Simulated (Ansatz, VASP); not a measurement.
# Hf in VASP and in Ansatz

INCAR

```
PREC = Accurate
ENCUT = 520
EDIFF = 1E-7
ISMEAR = 0
SIGMA = 0.15
LREAL = False
LASPH = True
NELM = 80
ALGO = Normal
ISIF = 2
LWAVE = False
LCHARG = False
GGA = PS
NBANDS = 11
```

KPOINTS

```
regular mesh
0
Gamma
  18 18 18
```

File POSCAR:

```
Hf
1.0
   -1.8050000000      1.8050000000      1.8501250000
    1.8050000000     -1.8050000000      1.8501250000
    1.8050000000      1.8050000000     -1.8501250000
Hf
1
Direct
    0.0000000000      0.0000000000      0.0000000000
```

Input for Ansatz:

```yaml
crystal:
  lattice:
    - [-1.805, 1.805, 1.850125]
    - [1.805, -1.805, 1.850125]
    - [1.805, 1.805, -1.850125]
  atoms:
    - { symbol: Hf, position: [0.0, 0.0, 0.0] }
basis:
  ecutwfc: 420
kpoints:
  mp_grid: { grid: [18, 18, 18] }
hamiltonian:
  xc: pbesol
scf:
  occupations: { method: gaussian, width: 0.15 }
output:
  forces: true
  stress: true
  eigenvalues: true
```

Change from the starting cell: strain +0.0250 x Voigt [0, 0, 1, 0, 0, 0], atoms carried along.

Alike in both runs: task single point; functional PBEsol; k mesh 18 × 18 × 18; occupations gaussian, width 0.15 eV; no spin polarisation.

|  | VASP | Ansatz |
| --- | --- | --- |
| version | VASP 6.6.1 | Ansatz 0.2.0 |
| potentials or method | VASP PAW PBE potentials, release 64 (Hf_pv), cutoff 520 eV | scalar-relativistic, plane waves, PAW |
| valence electrons in the cell | 10 | 26 |

```csv
,VASP,Ansatz,Ansatz less VASP
gap on the k mesh at the Fermi level (eV),none,none,-
pressure (GPa),-11.1,-10.7,+0.32
"traceless stress, the component that is largest in VASP (GPa)",0.75,0.73,-0.021
```

VASP's potentials were made for PBE, not for PBEsol. A gap of «none» marks a metal or a gap that the smearing closes. The functional is the same, so the differences come from potentials, cutoffs and numerics. VASP's potentials hold 10 valence electrons a cell and Ansatz's 26, so a difference there can come from the potentials and not from the codes.

Spin-orbit coupling is off throughout.
